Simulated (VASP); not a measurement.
**BeC2: relaxation of cell and atoms with PBE**

BeC2:

```
Be C
1.0
    -1.94916    1.94916    2.31095
     1.94916   -1.94916    2.31095
     1.94916    1.94916   -2.31095
Be C
1 2
Direct
  0.00000 0.00000 0.00000
  0.63470 0.63470 0.00000
  0.36530 0.36530 0.00000
```

```json
{"Program": "VASP 6.6.1", "Task": "relaxation of cell and atoms", "Functional": "PBE", "Potentials or basis": "VASP PAW PBE potentials, release 64 (Be, C)", "Cutoff": "600 eV", "k mesh": "8 × 8 × 8", "Occupations": "gaussian, width 0.01 eV", "Spin": "no spin polarisation", "Target pressure": "6 GPa", "Dipole correction": "no", "Further INCAR settings": "ALGO = Normal; EDIFF = 1e-06; IBRION = 2; EDIFFG = -0.001; NSW = 80; ISIF = 3"}
```

```
Relaxed volume                                             : 9.55 Å³/atom
Relaxed cell                                               : a = 3.401 Å, b = 3.401 Å, c = 3.401 Å, α = 117.84°, β = 117.84°, γ = 93.78°
Space group after relaxing (to 0.1 Å)                      : I4/mmm (No. 139)
Energy change on relaxing (the run minimises the enthalpy) : +29.2 meV/atom
Ionic steps                                                : 56
Pressure after relaxing                                    : 6.0 GPa
Band gap on the k mesh                                     : 1.87 eV (least direct gap 2.70 eV)
```

The path:
| step | energy change (eV) | largest force (eV/Å) | pressure (GPa) | volume (Å³) |
| --- | --- | --- | --- | --- |
| 1 | 0.0000 | 0.1063 | -0.05 | 35.12 |
| 3 | 0.0325 | 0.6845 | 6.63 | 33.27 |
| 5 | 0.0467 | 1.0713 | 5.43 | 32.39 |
| 7 | 0.0537 | 0.6003 | 5.72 | 30.17 |
| 9 | 0.0925 | 0.2646 | 6.74 | 28.56 |
| 11 | 0.0902 | 0.2744 | 7.08 | 28.61 |
| 13 | 0.0843 | 0.0488 | 5.63 | 28.74 |
| 15 | 0.0862 | 0.0131 | 5.98 | 28.69 |
| 17 | 0.0861 | 0.0103 | 5.98 | 28.69 |
| 19 | 0.0861 | 0.0022 | 5.87 | 28.69 |
| 21 | 0.0861 | 0.0054 | 5.93 | 28.69 |
| 23 | 0.0866 | 0.0187 | 5.94 | 28.68 |
| 25 | 0.0866 | 0.0121 | 5.94 | 28.68 |
| 27 | 0.0871 | 0.0021 | 6.03 | 28.67 |
| 29 | 0.0869 | 0.0073 | 6.01 | 28.67 |
| 31 | 0.0869 | 0.0022 | 6.00 | 28.67 |
| 33 | 0.0869 | 0.0087 | 5.98 | 28.67 |
| 35 | 0.0869 | 0.0041 | 5.98 | 28.67 |
| 37 | 0.0868 | 0.0080 | 5.91 | 28.67 |
| 39 | 0.0868 | 0.0011 | 5.95 | 28.67 |
| 41 | 0.0870 | 0.0041 | 5.95 | 28.67 |
| 43 | 0.0873 | 0.0114 | 5.97 | 28.66 |
| 45 | 0.0878 | 0.0217 | 6.01 | 28.65 |
| 47 | 0.0875 | 0.0144 | 6.00 | 28.66 |
| 49 | 0.0875 | 0.0033 | 5.96 | 28.66 |
| 51 | 0.0875 | 0.0015 | 5.97 | 28.66 |
| 53 | 0.0875 | 0.0001 | 5.97 | 28.66 |
| 55 | 0.0877 | 0.0005 | 6.00 | 28.65 |
| 56 | 0.0877 | 0.0008 | 6.00 | 28.65 |

Final structure:
```cif
data_structure
_symmetry_space_group_name_H-M 'P 1'
_symmetry_Int_Tables_number 1
_cell_length_a 3.4008
_cell_length_b 3.4008
_cell_length_c 3.4008
_cell_angle_alpha 117.840
_cell_angle_beta 117.840
_cell_angle_gamma 93.784
_cell_volume 28.65
loop_
_atom_site_label
_atom_site_type_symbol
_atom_site_fract_x
_atom_site_fract_y
_atom_site_fract_z
_atom_site_occupancy
Be1 Be 0.00000 0.00000 0.00000 1
C1 C 0.63442 0.63442 0.00000 1
C2 C 0.36558 0.36558 0.00000 1
```

Levels at points of the mesh, in eV from the valence-band top:
| k point | band 2 | band 3 | band 4 | band 5 | band 6 | band 7 | band 8 | band 9 |
| --- | --- | --- | --- | --- | --- | --- | --- | --- |
| (0.00, 0.00, 0.00) | -4.46 | -3.27 | -0.01 | -0.01 | 3.99 | 3.99 | 8.30 | 8.30 |
| (0.50, 0.00, 0.00) | -7.08 | -3.51 | -1.32 | -0.85 | 3.22 | 3.69 | 9.49 | 9.63 |
| (0.50, 0.50, 0.00) | -5.52 | -5.33 | -3.48 | -0.83 | 1.87 | 7.61 | 9.24 | 10.84 |
| (0.50, 0.50, 0.50) | -7.71 | -3.38 | -3.38 | -2.12 | 6.83 | 7.22 | 8.68 | 8.68 |

Run time: 11 min on 1 thread of Intel Xeon 8259CL (shared host), peak memory 0.19 GiB.

Caveat: the cell is relaxed towards a set pressure, so the run minimises the enthalpy, not the energy; the volume moved by over 15 % at a fixed basis, so the end points are rough. A k mesh can miss the band edges.
